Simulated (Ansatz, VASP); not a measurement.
**One calculation of HgTe, two programs**

```
Hg Te
1.0
     0.00000    3.32594    3.32594
     3.32594    0.00000    3.32594
     3.32594    3.32594    0.00000
Hg Te
1 1
Cartesian
  0.0000 0.0000 0.0000
  1.6630 1.6630 1.6630
```

Alike in both runs: task single point; functional PBE; k mesh 6 × 6 × 6; occupations gaussian, width 0.05 eV; no spin polarisation.

|  | VASP | Ansatz |
| --- | --- | --- |
| version | VASP 6.6.1 | Ansatz 0.2.0 |
| potentials or method | VASP PAW PBE potentials, release 64 (Hg, Te), cutoff 500 eV | scalar-relativistic, plane waves, PAW |
| valence electrons in the cell | 18 | 36 |

Ansatz gave:

| Property | Result |
| --- | --- |
| gap on the k mesh at the Fermi level (eV) | none |
| pressure (GPa) | 0.0 |

**Question.** What did VASP give for the same quantities?

**Answer.** gap on the k mesh at the Fermi level (eV): none; pressure (GPa): 0.1.

A gap of «none» marks a metal or a gap that the smearing closes. VASP's potentials hold 18 valence electrons a cell and Ansatz's 36, so a difference there can come from the potentials and not from the codes.

Neither program's run includes spin-orbit coupling.
